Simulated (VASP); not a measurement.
Crystal: ZnCd2Se3.

```
Zn Cd Se
1.0
     4.07526    0.00000    0.00000
     0.00000    4.07526    0.00000
     0.00000    0.00000    8.97818
Zn Cd Se
1 2 3
Direct
  0.00000 0.00000 0.00000
  0.00000 0.50000 0.73150
  0.50000 0.00000 0.26850
  0.00000 0.50000 0.38350
  0.50000 0.00000 0.61650
  0.50000 0.50000 0.00000
```

The cell was built from a structure type or drawn by symmetry, and may not be a known phase.

| Property | Result |
| --- | --- |
| Program | VASP 6.6.1 |
| Task | relaxation of cell and atoms |
| Functional | PBE |
| Potentials or basis | VASP PAW PBE potentials, release 64 (Zn, Cd, Se) |
| Cutoff | 600 eV |
| k mesh | 4 × 4 × 2 |
| Occupations | gaussian, width 0.1 eV |
| Spin | no spin polarisation |

At the start: pressure -5.3 GPa; volume 24.85 Å³/atom.

Where does the relaxation end?

Over 39 steps the energy falls by 261.2 meV/atom and the volume is 28.83 Å³/atom (+16.0 %); space group P-4m2 (No. 115, to 0.1 Å) before and after.

Step by step:
| step | energy change (eV) | largest force (eV/Å) | pressure (GPa) | volume (Å³) |
| --- | --- | --- | --- | --- |
| 1 | 0.0000 | 0.8144 | -5.33 | 149.11 |
| 2 | -0.4501 | 0.6762 | 0.44 | 131.92 |
| 3 | -0.4538 | 0.6552 | 1.19 | 130.45 |
| 4 | -0.5644 | 0.5737 | 1.25 | 131.20 |
| 5 | -0.8408 | 0.4194 | 2.25 | 133.20 |
| 6 | -0.8071 | 0.2174 | 7.63 | 136.19 |
| 7 | -0.9554 | 0.1107 | 4.50 | 134.79 |
| 8 | -1.0281 | 0.1259 | 3.37 | 137.96 |
| 9 | -1.1446 | 0.1455 | 0.52 | 147.71 |
| 10 | -1.1541 | 0.1578 | -0.26 | 151.11 |
| 11 | -1.1544 | 0.1596 | -0.43 | 151.89 |
| 12 | -1.1579 | 0.1526 | -0.35 | 152.22 |
| 13 | -1.1654 | 0.1339 | -0.07 | 153.21 |
| 14 | -1.1668 | 0.1204 | 0.50 | 155.13 |
| 15 | -1.1684 | 0.1151 | 0.26 | 154.35 |
| 16 | -1.1730 | 0.1262 | 0.04 | 155.82 |
| 17 | -1.1798 | 0.1564 | -0.65 | 160.29 |
| 18 | -1.1835 | 0.1610 | -0.62 | 160.68 |
| 19 | -1.1949 | 0.1783 | -0.56 | 161.84 |
| 20 | -1.2203 | 0.2164 | -0.44 | 164.15 |
| 21 | -1.2869 | 0.2879 | -0.40 | 168.75 |
| 22 | -1.4029 | 0.4234 | -1.00 | 177.84 |
| 23 | -1.4166 | 0.4718 | -0.90 | 177.99 |
| 24 | -1.4255 | 0.5305 | -0.76 | 178.17 |
| 25 | -1.4492 | 0.4815 | -0.54 | 177.02 |
| 26 | -1.5030 | 0.2939 | 0.23 | 173.60 |
| 27 | -1.4688 | 0.4833 | 2.41 | 166.79 |
| 28 | -1.5175 | 0.1498 | 0.76 | 171.58 |
| 29 | -1.5188 | 0.1251 | 0.99 | 170.77 |
| 30 | -1.5387 | 0.2238 | 0.37 | 172.39 |
| 31 | -1.5397 | 0.2538 | 0.22 | 172.83 |
| 32 | -1.5442 | 0.2071 | 0.03 | 173.47 |
| 33 | -1.5489 | 0.1731 | -0.51 | 175.40 |
| 34 | -1.5517 | 0.1602 | -0.44 | 175.12 |
| 35 | -1.5573 | 0.1226 | -0.19 | 174.28 |
| 36 | -1.5560 | 0.0887 | 0.31 | 172.60 |
| 37 | -1.5588 | 0.0911 | 0.02 | 173.57 |
| 38 | -1.5622 | 0.0655 | -0.01 | 173.42 |
| 39 | -1.5670 | 0.0243 | -0.07 | 172.96 |

Final structure:
```
Zn Cd Se
1.0
     3.83252    0.00000    0.00000
     0.00000    3.83252    0.00000
     0.00000    0.00000   11.77549
Zn Cd Se
1 2 3
Direct
  0.00000 0.00000 0.00000
  0.00000 0.50000 0.59387
  0.50000 0.00000 0.40613
  0.00000 0.50000 0.35578
  0.50000 0.00000 0.64422
  0.50000 0.50000 0.00000
```

Caveat: the k points lie up to 0.41 Å⁻¹ apart in the final cell, too coarse for converged energies and pressures of a metal; the volume moved by over 15 % at a fixed basis, so the end points are rough.
